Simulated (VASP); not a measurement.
Here is a VASP 6.6.1 calculation.

The input INCAR:

```
PREC = Accurate
ENCUT = 520
EDIFF = 1E-6
ISMEAR = 0
SIGMA = 0.1
LREAL = False
LASPH = True
NELM = 100
ALGO = Normal
ISIF = 2
LWAVE = False
LCHARG = False
GGA = PE
IVDW = 12
NBANDS = 18
```

Contents of KPOINTS:

```
Automatic mesh
0
Gamma
  15 15 10
```

Contents of POSCAR:

```
PtSe2
1.0
    3.7720031564      0.0000000029      0.0000000000
   -1.8860015807      3.2666505551      0.0000000000
    0.0000000000      0.0000000000      4.8233726904
Pt Se
1 2
Direct
    0.0000000000      0.0000000000      0.0000000000
    0.6666666667      0.3333333333      0.7346611118
    0.3333333333      0.6666666667      0.2653388882
```

Potentials or basis: VASP PAW PBE potentials, release 64 (Pt, Se).

The run is started by

```bash
$ cat potpaw_PBE.64/Pt/POTCAR potpaw_PBE.64/Se/POTCAR > POTCAR
$ mpirun -np 1 vasp_std > vasp.out
```

(1) What does it give for the pressure?

(2) Estimate the band gap on the k mesh.

Answers

(1) 0.0 GPa.

(2) zero (band 11 reaches 7.49 eV, above the bottom of band 12 at 6.60 eV).

Caveat: spin-orbit coupling is left out, which moves the levels of the heavy elements; pairwise dispersion overbinds metals, which lowers pressure and volume.
